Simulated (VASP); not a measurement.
# Al2Cu (Khatyrkite) (I4/mcm) in VASP: settings compared, part 2 of 2

VASP 6.6.1. The steps go on from the part before.

### Step 3. Single point, PBE

INCAR

```
SYSTEM = Al2Cu
PREC     = Accurate       ! precision mode
ENCUT    = 520            ! plane-wave cutoff, eV
EDIFF    = 1E-7           ! SCF threshold, eV
ISMEAR   = -1             ! smearing method
SIGMA    = 0.05           ! smearing width, eV
LREAL    = .FALSE.        ! projectors in reciprocal space
LASPH    = .TRUE.         ! aspherical terms in the spheres
NELM     = 60             ! most SCF steps
ALGO     = Normal         ! electronic algorithm
ISIF     = 2              ! what is computed and relaxed
LWAVE    = .FALSE.        ! write WAVECAR
LCHARG   = .FALSE.        ! write CHGCAR
GGA      = PE             ! functional
NBANDS   = 26             ! bands
```

KPOINTS

```
Automatic mesh
0
G
  7 7 7
  0 0 0
```

POSCAR

```
Al2Cu
1.0
   -2.9715744608      2.9715744608      2.3887207261
    2.9715744608     -2.9715744608      2.3887207261
    2.9715744608      2.9715744608     -2.3887207261
Cu Al
2 4
Direct
    0.2500000000      0.2500000000      0.0000000000
    0.7500000000      0.7500000000      0.0000000000
    0.3419000000      0.1581000000      0.5000000000
    0.8419000000      0.3419000000      0.1838000000
    0.6581000000      0.8419000000      0.5000000000
    0.1581000000      0.6581000000      0.8162000000
```

Potentials or basis: VASP PAW PBE potentials, release 64 (Cu, Al).

Run with:

```bash
$ cat potpaw_PBE.64/Cu/POTCAR potpaw_PBE.64/Al/POTCAR > POTCAR
$ mpirun -np 1 vasp_std > vasp.out
```

OUTCAR:

```text
SYSTEM = Al2Cu
   PREC = Accurate
   ENCUT = 520
   EDIFF = 1E-7
   ISMEAR = -1
   LREAL = .FALSE.
   LASPH = .TRUE.
   NELM = 60
   ISIF = 2
   GGA = PE

 ion  position               nearest neighbor table
   1  0.250  0.250  0.000-   2 2.39   2 2.39   6 2.54   4 2.54   6 2.54   4 2.54   3 2.54   5 2.54
                             5 2.54   3 2.54
   2  0.750  0.750  0.000-   1 2.39   1 2.39   6 2.54   4 2.54   6 2.54   4 2.54   5 2.54   3 2.54
                             5 2.54   3 2.54
   3  0.342  0.158  0.500-   2 2.54   1 2.54   1 2.54   2 2.54   5 2.66   5 2.84   5 2.84   6 3.04
                             4 3.04   6 3.04   4 3.04   6 3.17   4 3.17   4 3.17   6 3.17
   4  0.842  0.342  0.184-   1 2.54   2 2.54   2 2.54   1 2.54   6 2.66   6 2.84   6 2.84   3 3.04
                             5 3.04   3 3.04   5 3.04   3 3.17   5 3.17   3 3.17   5 3.17
   5  0.658  0.842  0.500-   1 2.54   2 2.54   2 2.54   1 2.54   3 2.66   3 2.84   3 2.84   6 3.04
                             4 3.04   6 3.04   4 3.04   6 3.17   4 3.17   6 3.17   4 3.17
   6  0.158  0.658  0.816-   1 2.54   2 2.54   2 2.54   1 2.54   4 2.66   4 2.84   4 2.84   3 3.04
                             5 3.04   5 3.04   3 3.04   3 3.17   5 3.17   3 3.17   5 3.17

  LATTYP: Found a body centered tetragonal cell.
 ALAT       =     5.9431489216
 C/A-ratio  =     0.8038569309

  Lattice vectors:

 A1 = (  -2.9715744608,   2.9715744608,   2.3887207261)
 A2 = (   2.9715744608,  -2.9715744608,   2.3887207261)
 A3 = (   2.9715744608,   2.9715744608,  -2.3887207261)

Analysis of symmetry for initial positions (statically):
=====================================================================
 Subroutine PRICEL returns:
 Original cell was already a primitive cell.

 Routine SETGRP: Setting up the symmetry group for a
 body centered tetragonal supercell.

 Subroutine GETGRP returns: Found 16 space group operations
 (whereof  8 operations were pure point group operations)
 out of a pool of 16 trial point group operations.

The static configuration has the point symmetry C_4h.
 The point group associated with its full space group is D_4h.

Analysis of symmetry for dynamics (positions and initial velocities):
[... 140 lines left out ...]
     AMIX_MAG =   1.60;   BMIX_MAG =  1.00
  volume/ion in A,a.u.               =      14.06        94.90
  Fermi-wavevector in a.u.,A,eV,Ry     =   1.209210  2.285075 19.894275  1.462188
  Thomas-Fermi vector in A             =   2.344794
   LORBIT       =      0    0 simple, 1 ext, 2 COOP (PROOUT), +10 PAW based schemes
   GGA     = PE    functional components
   LHFCALC =     F    Hartree Fock is set to
   AEXX    =    0.0000 exact exchange contribution
   IVDW    =     0    specifies the selected vdW correction
   LEPSILON=     F    determine dielectric tensor
   LRPA    =     F    only Hartree local field effects (RPA)
 non-spin polarized calculation
  energy-cutoff  :      520.00
  volume of cell :       84.37
 maximum number of plane-waves:      2286
   NGX = 17   NGY = 17   NGZ = 17

 number of electron      34.0000041 magnetization

 Free energy of the ion-electron system (eV)
  ---------------------------------------------------
  ext. energy  EPLUGINS =         0.00000000
  ---------------------------------------------------
  free energy    TOTEN  =       -23.28295654 eV

  energy without entropy =      -23.27369677  energy(sigma->0) =      -23.27832666

 E-fermi :   8.7241     XC(G=0): -11.1030

 val. band max:        8.6031758006   @ k =   0.0000   0.0000   0.0000
 cond. band min:       8.7364713157   @ k =  -0.2857  -0.4286   0.2857
 fundamental gap:      0.1332955150
 Fermi energy:         8.7241114954

 k-point     1 :       0.0000    0.0000    0.0000
  band No.  band energies     occupation
      1      -2.5353      2.00000
      2       3.0533      2.00000
      3       3.2440      2.00000
      4       3.2440      2.00000
      5       3.2611      2.00000
      6       4.2094      2.00000
[... 685 lines left out ...]
     25      14.9370      0.00000
     26      15.2010      0.00000

 [... further k-points ...]
[... 5 lines left out ...]
  --------------------------------------------------------------------------------------
  -------------------------------------------------------------------------------------
  Total        3.4731435      3.4731435      3.9695250      0.0000000     -0.0000000      0.0000000
  in kB       65.9530221     65.9530221     75.3790265      0.0000000     -0.0000000      0.0000000
  external PRESSURE =      69.0950236 kB  Pullay stress =       0.0000000 kB

 VOLUME and BASIS-vectors are now :
 -----------------------------------------------------------------------------
  energy-cutoff  :      520.00
  volume of cell :       84.37
      direct lattice vectors                 reciprocal lattice vectors
    -2.971574461  2.971574461  2.388720726     0.000000000  0.168260970  0.209317060
     2.971574461 -2.971574461  2.388720726     0.168260970  0.000000000  0.209317060
     2.971574461  2.971574461 -2.388720726     0.168260970  0.168260970  0.000000000

 POSITION                                       TOTAL-FORCE (eV/Angst)
 -----------------------------------------------------------------------------------
      0.00000      0.00000      1.19436        -0.000000     -0.000000      0.000000
      0.00000      0.00000      3.58308        -0.000000     -0.000000      0.000000
      0.93961      2.03196      0.00000        -0.026759      0.026759     -0.000000
     -0.93961      2.03196      2.38872         0.026759      0.026759      0.000000
      2.03196      0.93961      2.38872         0.026759     -0.026759     -0.000000
      3.91119      0.93961     -0.00000        -0.026759     -0.026759     -0.000000
 -----------------------------------------------------------------------------------
    total drift:                                0.000000      0.000000      0.000000

  FREE ENERGIE OF THE ION-ELECTRON SYSTEM (eV)
  ---------------------------------------------------
  free  energy   TOTEN  =       -23.2829565371 eV

  energy  without entropy=      -23.2736967735  energy(sigma->0) =      -23.27832666
```

stdout:

```text
POSCAR found type information on POSCAR CuAl
 POSCAR found :  2 types and       6 ions
 scaLAPACK will be used
 LDA part: xc-table for (Slater+PW92), standard interpolation
 POSCAR, INCAR and KPOINTS ok, starting setup
 FFT: planning ... GRIDC
 FFT: planning ... GRID_SOFT
 FFT: planning ... GRID
 WAVECAR not read
 entering main loop
```

Run time: 47 s. Hardware: 1 thread of Intel Xeon Platinum 8559C (Emerald Rapids), shared host; peak memory 0.23 GiB.

Results:

* Free energy: -23.2830 eV
* Pressure: 6.9 GPa
* Largest force: 0.038 eV/Å
* Band gap on the k mesh: zero (band 17 reaches 10.73 eV, above the bottom of band 18 at 6.95 eV)

Forces in eV/Å, atoms in the order of the input:
```
Cu   0.000  0.000  0.000
Cu   0.000  0.000  0.000
Al  -0.027  0.027  0.000
Al   0.027  0.027  0.000
Al   0.027 -0.027  0.000
Al  -0.027 -0.027  0.000
```
